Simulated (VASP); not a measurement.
Wanted: the native input for a VASP 6.6.1 run.

- Task: single point
- Functional: PBE
- Potentials or basis: VASP PAW PBE potentials, release 64 (Co, Si)
- Cutoff: 520 eV
- k mesh: 10 × 10 × 8
- Occupations: gaussian, width 0.1 eV
- Spin: no spin polarisation
- Dipole correction: no
- Further INCAR settings: ALGO = Normal; EDIFF = 1e-06; NBANDS = 26

The structure of CoSi2 lies in POSCAR:

```
CoSi2
1.0
    2.6397399725      2.6397399725      0.0000000000
   -2.6397399725      2.6397399725      0.0000000000
    0.0000000000      0.0000000000      5.4081170198
Co Si
2 4
Direct
    0.0000000000      0.0000000000      0.0000000000
    0.5000000000      0.5000000000      0.5000000000
    0.0000000000      0.5000000000      0.7500000000
    0.5000000000      0.0000000000      0.7500000000
    0.5000000000      0.0000000000      0.2500000000
    0.0000000000      0.5000000000      0.2500000000
```

This cell differs from its parent crystal: biaxial strain in the a-b plane: -1.5 %.

The input as run:

INCAR

```
PREC = Accurate ; ENCUT = 520
EDIFF = 1E-6 ; ISMEAR = 0
SIGMA = 0.1 ; LREAL = False
LASPH = True ; NELM = 100
ALGO = Normal ; ISIF = 2
LWAVE = False ; LCHARG = False
GGA = PE ; NBANDS = 26
```

KPOINTS

```
regular mesh
0
Gamma
  10 10 8
```

Potentials or basis: VASP PAW PBE potentials, release 64 (Co, Si).

Run with:

```sh
$ cat potpaw_PBE.64/Co/POTCAR potpaw_PBE.64/Si/POTCAR > POTCAR
$ mpirun -np 1 vasp_std > vasp.out
```

Results of the run:

```
Pressure               : 3.9 GPa
Band gap on the k mesh : zero (bands 17 and 18 overlap by 3.27 eV)
```

Caveat: the cell differs from its parent crystal (biaxial strain in the a-b plane: -1.5 %); the cell stands under pressure; the run has no spin polarisation, though such a crystal can be magnetic.

Run time: 92 s on 1 thread of Intel(R) Xeon(R) 6975P-C (Granite Rapids) (shared host), peak memory 0.3 GiB.
